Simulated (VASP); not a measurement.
# C in VASP: a series of runs

The runs below take C through single point, with PBE+D3(BJ).

Everything below comes from runs of VASP 6.6.1. Logs are shortened: lines on timing, memory, paths and dates and some standing lists are left out, and cuts for length are marked.

## Step 1: The cell of the first run

The cell holds a slab with vacuum, 4 atoms: a = 2.466 Å, b = 2.466 Å, c = 17.500 Å, α = 90.00°, β = 90.00°, γ = 120.00°.

## Step 2: Single point, PBE+D3(BJ) (layers slid over each other)

Contents of INCAR:

```
SYSTEM = C
ALGO = Normal
DIPOL = 0.5 0.5 0.352
EDIFF = 1E-6
ENCUT = 520
GGA = PE
IDIPOL = 3
ISIF = 2
ISMEAR = 0
IVDW = 12
LASPH = .TRUE.
LCHARG = .FALSE.
LDIPOL = .TRUE.
LREAL = .FALSE.
LWAVE = .FALSE.
NBANDS = 16
NELM = 100
PREC = Accurate
SIGMA = 0.1
```

Contents of KPOINTS:

```
k-points
0
G
  15 15 1
  0 0 0
```

Contents of POSCAR:

```
C
1.0
    2.4656524413      0.0000000000      0.0000000000
   -1.2328262206      2.1353176511      0.0000000000
    0.0000000000      0.0000000000     17.5000663888
C
4
Direct
    0.6666666667      0.3333333333      0.2571437785
    0.3333333333      0.6666666667      0.2571418816
    0.8333333333      0.6666666667      0.4462878149
    0.5000000000      1.0000000000      0.4462859181
```

Potentials or basis: VASP PAW PBE potentials, release 64 (C).

Command:

```console
> cat potpaw_PBE.64/C/POTCAR > POTCAR
> mpirun -np 1 vasp_std > vasp.out
```

OUTCAR:

```text
SYSTEM = C
   EDIFF = 1E-6
   ENCUT = 520
   GGA = PE
   ISIF = 2
   ISMEAR = 0
   IVDW = 12
   LASPH = .TRUE.
   LREAL = .FALSE.
   NELM = 100
   PREC = Accurate
 IVDW          = 12

 ion  position               nearest neighbor table
   1  0.667  0.333  0.257-   2 1.42   2 1.42   2 1.42
   2  0.333  0.667  0.257-   1 1.42   1 1.42   1 1.42
   3  0.833  0.667  0.446-   4 1.42   4 1.42   4 1.42
   4  0.500  0.000  0.446-   3 1.42   3 1.42   3 1.42

  LATTYP: Found a hexagonal cell.
 ALAT       =     2.4656524413
 C/A-ratio  =     7.0975398218

  Lattice vectors:

 A1 = (   2.4656524413,   0.0000000000,   0.0000000000)
 A2 = (  -1.2328262206,   2.1353176511,   0.0000000000)
 A3 = (   0.0000000000,   0.0000000000,  17.5000663888)

Analysis of symmetry for initial positions (statically):
=====================================================================
 Subroutine PRICEL returns:
 Original cell was already a primitive cell.

 Routine SETGRP: Setting up the symmetry group for a
 hexagonal supercell.

 Subroutine GETGRP returns: Found  4 space group operations
 (whereof  2 operations were pure point group operations)
 out of a pool of 24 trial point group operations.

The static configuration has the point symmetry C_1h.
 The point group associated with its full space group is C_2h.

Analysis of symmetry for dynamics (positions and initial velocities):
=====================================================================
 Subroutine PRICEL returns:
 Original cell was already a primitive cell.

 Routine SETGRP: Setting up the symmetry group for a
 hexagonal supercell.

 Subroutine GETGRP returns: Found  4 space group operations
 (whereof  2 operations were pure point group operations)
 out of a pool of 24 trial point group operations.

The dynamic configuration has the point symmetry C_1h.
 The point group associated with its full space group is C_2h.

 Subroutine INISYM returns: Found  4 space group operations
 (whereof  2 operations are pure point group operations),
 and found     1 'primitive' translations

----------------------------------------------------------------------------------------

                                     Primitive cell

  volume of cell :      92.1370

  direct lattice vectors                    reciprocal lattice vectors
     2.465652441  0.000000000  0.000000000     0.405572166  0.234157199  0.000000000
    -1.232826221  2.135317651  0.000000000     0.000000000  0.468314398  0.000000000
     0.000000000  0.000000000 17.500066389     0.000000000  0.000000000  0.057142640

  length of vectors
     2.465652441  2.465652441 17.500066389     0.468314398  0.468314398  0.057142640

[... 97 lines left out ...]
   EMIN   =  10.00;   EMAX   =-10.00  energy-range for DOS
   EFERMI =   0.00;   METHOD = LEGACY
   ISMEAR =     0;   SIGMA  =   0.10  broadening in eV -4-tet -1-fermi 0-gaus
   EFERMI_NEDOS =   21; number of points for ismear=-14 and -15
   IALGO  =     38    algorithm
   IMIX   =      4    mixing-type and parameters
     AMIX     =   0.40;   BMIX     =  1.00
     AMIX_MAG =   1.60;   BMIX_MAG =  1.00
  volume/ion in A,a.u.               =      23.03       155.44
  Fermi-wavevector in a.u.,A,eV,Ry     =   0.913349  1.725980 11.350070  0.834207
  Thomas-Fermi vector in A             =   2.037850
   LORBIT       =      0    0 simple, 1 ext, 2 COOP (PROOUT), +10 PAW based schemes
   GGA     = PE    functional components
   LHFCALC =     F    Hartree Fock is set to
   AEXX    =    0.0000 exact exchange contribution
   IVDW    =    12    specifies the selected vdW correction
   LEPSILON=     F    determine dielectric tensor
   LRPA    =     F    only Hartree local field effects (RPA)
 non-spin polarized calculation
 Gauss-broadening in eV      SIGMA  =   0.10
  energy-cutoff  :      520.00
  volume of cell :       92.14
 maximum number of plane-waves:      2516
   NGX =  9   NGY =  9   NGZ = 65

 dipolmoment           0.000000      0.000000      0.000221 electrons x Angstroem

 number of electron      15.9999998 magnetization

 dipolmoment           0.000000      0.000000     -0.000000 electrons x Angstroem

 Free energy of the ion-electron system (eV)
  ---------------------------------------------------
  ext. energy  EPLUGINS =         0.00000000
  ---------------------------------------------------
  free energy    TOTEN  =       -36.85677372 eV

  energy without entropy =      -36.85677074  energy(sigma->0) =      -36.85677223

 E-fermi :  -0.8429     XC(G=0):  -4.4223

 val. band max:       -1.0841236185   @ k =   0.3333   0.3333   0.0000
 cond. band min:      -0.6017553531   @ k =   0.3333   0.3333   0.0000
 fundamental gap:      0.4823682654
 Fermi energy:        -0.8429337951

 k-point     1 :       0.0000    0.0000    0.0000
  band No.  band energies     occupation
      1     -20.4393      2.00000
      2     -20.2714      2.00000
      3      -8.9613      2.00000
      4      -7.9161      2.00000
      5      -3.8745      2.00000
      6      -3.8707      2.00000
[... 433 lines left out ...]
      3      -9.5983      2.00000
      4      -9.5294      2.00000
      5      -6.6850      2.00000
      6      -6.6640      2.00000
[... 8 lines left out ...]
     15       7.4881      0.00000
     16       8.6895      0.00000

 [... further k-points ...]

------------------------ aborting loop because EDIFF is reached ----------------------------------------

 vacuum level on the upper side and lower side of the slab       (xc-potential included)        -0.113        -0.115

 Edisp (eV)   -0.48395

 E8    (eV) :    -0.1449

  FORCE on cell =-STRESS in cart. coord.  units (eV):
  Direction    XX          YY          ZZ          XY          YZ          ZX
  --------------------------------------------------------------------------------------
  -------------------------------------------------------------------------------------
  Total       0.06864     0.10237     0.20595     0.00000     0.09875     0.00000
  in kB       1.19364     1.78005     3.58123     0.00000     1.71725     0.00000
  external pressure =        2.18 kB  Pullay stress =        0.00 kB

 VOLUME and BASIS-vectors are now :
 -----------------------------------------------------------------------------
  energy-cutoff  :      520.00
  volume of cell :       92.14
      direct lattice vectors                 reciprocal lattice vectors
     2.465652441  0.000000000  0.000000000     0.405572166  0.234157199  0.000000000
    -1.232826221  2.135317651  0.000000000     0.000000000  0.468314398  0.000000000
     0.000000000  0.000000000 17.500066389     0.000000000  0.000000000  0.057142640

 POSITION                                       TOTAL-FORCE (eV/Angst)
 -----------------------------------------------------------------------------------
      1.23283      0.71177      4.50003        -0.000000     -0.015409     -0.032354
     -0.00000      1.42355      4.50000        -0.000000     -0.014429     -0.037516
      1.23283      1.42355      7.81007         0.000000      0.014429      0.037516
      1.23283      0.00000      7.81003         0.000000      0.015409      0.032354
 -----------------------------------------------------------------------------------
    total drift:                                0.000000      0.000000     -0.000016

  FREE ENERGIE OF THE ION-ELECTRON SYSTEM (eV)
  ---------------------------------------------------
  free  energy   TOTEN  =       -37.3407221747 eV

  energy  without entropy=      -37.3407191870  energy(sigma->0) =      -37.34072068

 vacuum level on the upper side and lower side of the slab         3.392         3.392
```

OSZICAR:

```text
N       E                     dE             d eps       ncg     rms          rms(c)
DAV:   1     0.870844664139E+02    0.87084E+02   -0.66677E+03  2056   0.809E+02
DAV:   2    -0.308744592777E+02   -0.11796E+03   -0.10572E+03  2912   0.192E+02
DAV:   3    -0.391596650726E+02   -0.82852E+01   -0.81961E+01  2664   0.536E+01
[... 12 lines left out ...]
DAV:  16    -0.368567495876E+02   -0.45496E-04   -0.18309E-06  2464   0.760E-03    0.328E-03
DAV:  17    -0.368567709963E+02   -0.21409E-04   -0.16768E-06  2208   0.562E-03    0.155E-03
DAV:  18    -0.368567723429E+02   -0.13466E-05   -0.43249E-08  2016   0.127E-03    0.476E-04
DAV:  19    -0.368567736306E+02   -0.12877E-05   -0.35700E-08  1672   0.936E-04    0.115E-04
DAV:  20    -0.368567737230E+02   -0.92338E-07   -0.40882E-09  1832   0.357E-04
   1 F= -.37340722E+02 E0= -.37340721E+02  d E =-.298765E-05
```

stdout:

```text
POSCAR found type information on POSCAR C
 POSCAR found :  1 types and       4 ions
 scaLAPACK will be used
 LDA part: xc-table for (Slater+PW92), standard interpolation
 POSCAR, INCAR and KPOINTS ok, starting setup
 FFT: planning ... GRIDC
 FFT: planning ... GRID_SOFT
 FFT: planning ... GRID
 WAVECAR not read
 entering main loop
```

Wall time 54 s (1 thread of AMD EPYC 9R45 (Zen 5), shared host); peak memory 0.21 GiB.

What came out:

```yaml
Free_energy: -37.3407 eV
Largest_force: 0.040 eV/Å
Dispersion_energy_per_atom: -0.121 eV
```

Forces on the atoms (eV/Å):
```
C    0.000 -0.015 -0.032
C    0.000 -0.014 -0.038
C    0.000  0.014  0.038
C    0.000  0.015  0.032
```

Caveat: the cell differs from its parent crystal (layers slid over each other).

## Step 3: Single point, PBE+D3(BJ) (layers slid over each other)

Contents of INCAR:

```
  ALGO = Normal
  DIPOL = 0.5 0.5 0.352
  EDIFF = 1E-6
  ENCUT = 520
  GGA = PE
  IDIPOL = 3
  ISIF = 2
  ISMEAR = 0
  IVDW = 12
  LASPH = T
  LCHARG = T
  LDIPOL = T
  LELF = T
  LREAL = F
  LVACPOTAV = T
  LVHAR = T
  LWAVE = F
  NBANDS = 16
  NELM = 80
  PREC = Accurate
  SIGMA = 0.1
```

Contents of KPOINTS:

```
k-points
0
Gamma
  15 15 1
```

POSCAR: that of step 2 with these lines changed.

```diff
@@ -10,3 +10,3 @@
     0.3333333333      0.6666666667      0.2571418816
-    0.8333333333      0.6666666667      0.4462878149
-    0.5000000000      1.0000000000      0.4462859181
+    0.6666666667      0.6666666667      0.4462878149
+    0.3333333333      1.0000000000      0.4462859181
```

Potentials or basis: VASP PAW PBE potentials, release 64 (C).

Command:

```console
> cat potpaw_PBE.64/C/POTCAR > POTCAR
> mpirun -np 1 vasp_std > vasp.out
```

OUTCAR:

```text
EDIFF = 1E-6
   ENCUT = 520
   GGA = PE
   ISIF = 2
   ISMEAR = 0
   IVDW = 12
   LASPH = T
   LREAL = F
   NELM = 80
   PREC = Accurate
 IVDW          = 12

 ion  position               nearest neighbor table
   1  0.667  0.333  0.257-   2 1.42   2 1.42   2 1.42
   2  0.333  0.667  0.257-   1 1.42   1 1.42   1 1.42
   3  0.667  0.667  0.446-   4 1.42   4 1.42   4 1.42
   4  0.333  0.000  0.446-   3 1.42   3 1.42   3 1.42

  LATTYP: Found a hexagonal cell.
 ALAT       =     2.4656524413
 C/A-ratio  =     7.0975398218

  Lattice vectors:

 A1 = (   2.4656524413,   0.0000000000,   0.0000000000)
 A2 = (  -1.2328262206,   2.1353176511,   0.0000000000)
 A3 = (   0.0000000000,   0.0000000000,  17.5000663888)

Analysis of symmetry for initial positions (statically):
=====================================================================
 Subroutine PRICEL returns:
 Original cell was already a primitive cell.

 Routine SETGRP: Setting up the symmetry group for a
 hexagonal supercell.

 Subroutine GETGRP returns: Found  4 space group operations
 (whereof  2 operations were pure point group operations)
 out of a pool of 24 trial point group operations.
[... 178 lines left out ...]
 Fermi energy:        -0.8452858951

 k-point     1 :       0.0000    0.0000    0.0000
  band No.  band energies     occupation
      1     -20.4387      2.00000
      2     -20.2710      2.00000
      3      -8.9600      2.00000
      4      -7.9159      2.00000
      5      -3.8745      2.00000
      6      -3.8740      2.00000
[... 433 lines left out ...]
      3      -9.5964      2.00000
      4      -9.5309      2.00000
      5      -6.6862      2.00000
      6      -6.6618      2.00000
[... 8 lines left out ...]
     15       7.5173      0.00000
     16       8.6885      0.00000

 [... further k-points ...]

------------------------ aborting loop because EDIFF is reached ----------------------------------------

 Edisp (eV)   -0.48396

 E8    (eV) :    -0.1449

  FORCE on cell =-STRESS in cart. coord.  units (eV):
  Direction    XX          YY          ZZ          XY          YZ          ZX
  --------------------------------------------------------------------------------------
  -------------------------------------------------------------------------------------
  Total       0.07997     0.10490     0.17203    -0.02159     0.07069    -0.04081
  in kB       1.39062     1.82410     2.99153    -0.37541     1.22922    -0.70969
  external pressure =        2.07 kB  Pullay stress =        0.00 kB

 VOLUME and BASIS-vectors are now :
 -----------------------------------------------------------------------------
  energy-cutoff  :      520.00
  volume of cell :       92.14
      direct lattice vectors                 reciprocal lattice vectors
     2.465652441  0.000000000  0.000000000     0.405572166  0.234157199  0.000000000
    -1.232826221  2.135317651  0.000000000     0.000000000  0.468314398  0.000000000
     0.000000000  0.000000000 17.500066389     0.000000000  0.000000000  0.057142640

 POSITION                                       TOTAL-FORCE (eV/Angst)
 -----------------------------------------------------------------------------------
      1.23283      0.71177      4.50003         0.004749     -0.011469     -0.029810
     -0.00000      1.42355      4.50000         0.007558     -0.009847     -0.029810
      0.82188      1.42355      7.81007        -0.007558      0.009847      0.029810
      0.82188      0.00000      7.81003        -0.004749      0.011469      0.029810
 -----------------------------------------------------------------------------------
    total drift:                               -0.000003      0.000005     -0.029633

  FREE ENERGIE OF THE ION-ELECTRON SYSTEM (eV)
  ---------------------------------------------------
  free  energy   TOTEN  =       -37.3435382503 eV

  energy  without entropy=      -37.3435255969  energy(sigma->0) =      -37.34353192

 vacuum level on the upper side and lower side of the slab         3.441         3.445
```

stdout:

```text
POSCAR found type information on POSCAR C
 POSCAR found :  1 types and       4 ions
 scaLAPACK will be used
 LDA part: xc-table for (Slater+PW92), standard interpolation
 POSCAR, INCAR and KPOINTS ok, starting setup
 FFT: planning ... GRIDC
 FFT: planning ... GRID_SOFT
 FFT: planning ... GRID
 WAVECAR not read
 entering main loop
 -----------------------------------------------------------------------------
|                                                                             |
|           W    W    AA    RRRRR   N    N  II  N    N   GGGG   !!!           |
|           W    W   A  A   R    R  NN   N  II  NN   N  G    G  !!!           |
|           W    W  A    A  R    R  N N  N  II  N N  N  G       !!!           |
|           W WW W  AAAAAA  RRRRR   N  N N  II  N  N N  G  GGG   !            |
|           WW  WW  A    A  R   R   N   NN  II  N   NN  G    G                |
|           W    W  A    A  R    R  N    N  II  N    N   GGGG   !!!           |
|                                                                             |
|     Did not find any points to average over, which means that no vacuum     |
|     field-free region was found. Please increase the size of  your cell     |
|     in the dimension of the dipole correction to obtain accurate            |
|     workfunction values.                                                    |
|                                                                             |
 -----------------------------------------------------------------------------
```

It took 60 s on 1 thread of AMD EPYC 9R45 (Zen 5), shared host; peak memory 0.21 GiB.

Results:

| Quantity | Value |
| --- | --- |
| Free energy | -37.3435 eV |
| Largest force | 0.032 eV/Å |
| Dispersion energy per atom | -0.121 eV |

Forces on the atoms (eV/Å):
```
C    0.005 -0.011 -0.030
C    0.008 -0.010 -0.030
C   -0.008  0.010  0.030
C   -0.005  0.011  0.030
```

Caveat: the cell differs from its parent crystal (layers slid over each other).

## Step 4: Single point, PBE+D3(BJ) (layers slid over each other)

Contents of INCAR:

```
PREC = Accurate ; ENCUT = 520
EDIFF = 1E-6 ; ISMEAR = 0
SIGMA = 0.1 ; LREAL = F
LASPH = T ; NELM = 60
ALGO = Normal ; ISIF = 2
LWAVE = F ; LCHARG = F
LDIPOL = T ; IDIPOL = 3
DIPOL = 0.5 0.5 0.352 ; GGA = PE
IVDW = 12 ; NBANDS = 16
```

Contents of KPOINTS:

```
regular mesh
0
Gamma
  15 15 1
```

POSCAR: that of step 3 with these lines changed.

```diff
@@ -10,3 +10,3 @@
     0.3333333333      0.6666666667      0.2571418816
-    0.6666666667      0.6666666667      0.4462878149
-    0.3333333333      1.0000000000      0.4462859181
+    0.6666666667      0.5000000000      0.4462878149
+    0.3333333333      0.8333333333      0.4462859181
```

Command:

```console
> cat potpaw_PBE.64/C/POTCAR > POTCAR
> mpirun -np 1 vasp_std > vasp.out
```

It took 54 s on 1 thread of AMD EPYC 9R45 (Zen 5), shared host; peak memory 0.21 GiB.

The run converged. Its results:

```
Free energy                : -37.3316 eV
Largest force              : 0.054 eV/Å
Dispersion energy per atom : -0.121 eV
```

Forces in eV/Å, atoms in the order of the input:
```
C    0.006 -0.012 -0.052
C    0.008 -0.012 -0.052
C   -0.008  0.012  0.052
C   -0.006  0.012  0.052
```

Caveat: the cell differs from its parent crystal (layers slid over each other).

## Step 5: Summary

```tsv
cell	largest force (eV/Å)
as given, atomic positions A	0.04
as given, atomic positions B	0.03
as given, atomic positions C	0.05
```

Alike in all rows: task single point; level PBE+D3(BJ); potentials or basis VASP PAW PBE potentials, release 64 (C); no spin polarisation; k mesh 15 × 15 × 1; cutoff (eV) 520; smearing gaussian 0.1 eV.

Absolute energies hang on the potentials; compare differences alone.
